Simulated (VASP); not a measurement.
Wanted: the native input for a VASP 6.6.1 run.

| Property | Result |
| --- | --- |
| Task | single point |
| Functional | PBE |
| Potentials or basis | VASP PAW PBE potentials, release 64 (Al, In_d, As) |
| Cutoff | 520 eV |
| k mesh | 6 × 6 × 6 |
| Occupations | gaussian, width 0.02 eV |
| Spin | no spin polarisation |
| Dipole correction | no |
| Further INCAR settings | ALGO = Normal; EDIFF = 1e-06; NBANDS = 31 |

The structure of Al3InAs4 lies in POSCAR:

```
Al3InAs4
1.0
    5.7765389536      0.0000000000      0.0000000000
    0.0000000000      5.7765389536      0.0000000000
    0.0000000000      0.0000000000      5.7765389536
Al In As
3 1 4
Direct
    0.5000000000      0.0000000000      0.0000000000
    0.0000000000      0.0000000000      0.5000000000
    0.0000000000      0.5000000000      0.0000000000
    0.5000000000      0.5000000000      0.5000000000
    0.7609161215      0.2390838785      0.7609161215
    0.7609161215      0.7609161215      0.2390838785
    0.2390838785      0.2390838785      0.2390838785
    0.2390838785      0.7609161215      0.7609161215
```

This cell differs from its parent crystal: volume scaled by 0.97, then relaxed in part.

The input as run:

INCAR

```
ALGO = Normal
EDIFF = 1E-6
ENCUT = 520
GGA = PE
ISIF = 2
ISMEAR = 0
LASPH = T
LCHARG = F
LREAL = F
LWAVE = F
NBANDS = 31
NELM = 80
PREC = Accurate
SIGMA = 0.02
```

KPOINTS

```
k-points
0
Gamma
  6 6 6
```

Potentials or basis: VASP PAW PBE potentials, release 64 (Al, In_d, As).

Launch:

```bash
$ cat potpaw_PBE.64/Al/POTCAR potpaw_PBE.64/In_d/POTCAR potpaw_PBE.64/As/POTCAR > POTCAR
$ mpirun -np 1 vasp_std > vasp.out
```

Results of the run:

```json
{
  "Pressure": "2.2 GPa",
  "Largest force": "0.004 eV/Å",
  "Band gap on the k mesh": "1.38 eV, direct"
}
```

Caveat: spin-orbit coupling is left out, which moves the levels of the heavy elements.

Wall time 2.3 min on 1 thread of Intel Xeon 6975P-C (shared host), peak memory 0.4 GiB.
